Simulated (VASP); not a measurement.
A run of VASP 6.6.1 is set up as follows.

File INCAR:

```
SYSTEM = AlAs2
PREC     = Accurate       ! precision mode
ENCUT    = 520            ! plane-wave cutoff, eV
EDIFF    = 1E-6           ! SCF threshold, eV
ISMEAR   = 0              ! smearing method
SIGMA    = 0.1            ! smearing width, eV
LREAL    = .FALSE.        ! projectors in reciprocal space
LASPH    = .TRUE.         ! aspherical terms in the spheres
NELM     = 80             ! most SCF steps
ALGO     = Normal         ! electronic algorithm
ISIF     = 2              ! what is computed and relaxed
LWAVE    = .FALSE.        ! write WAVECAR
LCHARG   = .FALSE.        ! write CHGCAR
GGA      = PE             ! functional
NBANDS   = 14             ! bands
```

File KPOINTS:

```
Automatic mesh
0
G
  4 4 4
  0 0 0
```

The input POSCAR:

```
AlAs2
1.0
    3.9154150342      0.0000000000      0.0000000000
    0.0000000000      3.9154150342      0.0000000000
    0.0000000000      0.0000000000      4.1154811494
Al As
1 2
Direct
    0.0000000000      0.0000000000      0.0000000000
    0.5000000000      0.0000000000      0.4205009585
    0.0000000000      0.5000000000      0.5794990415
```

Potentials or basis: VASP PAW PBE potentials, release 64 (Al, As).

Command:

```console
$ cat potpaw_PBE.64/Al/POTCAR potpaw_PBE.64/As/POTCAR > POTCAR
$ mpirun -np 1 vasp_std > vasp.out
```

(1) What does it give for the largest force?

(2) Estimate the pressure.

Answers

(1) 0.014 eV/Å.

(2) 0.1 GPa.

Caveat: the k points lie up to 0.40 Å⁻¹ apart.
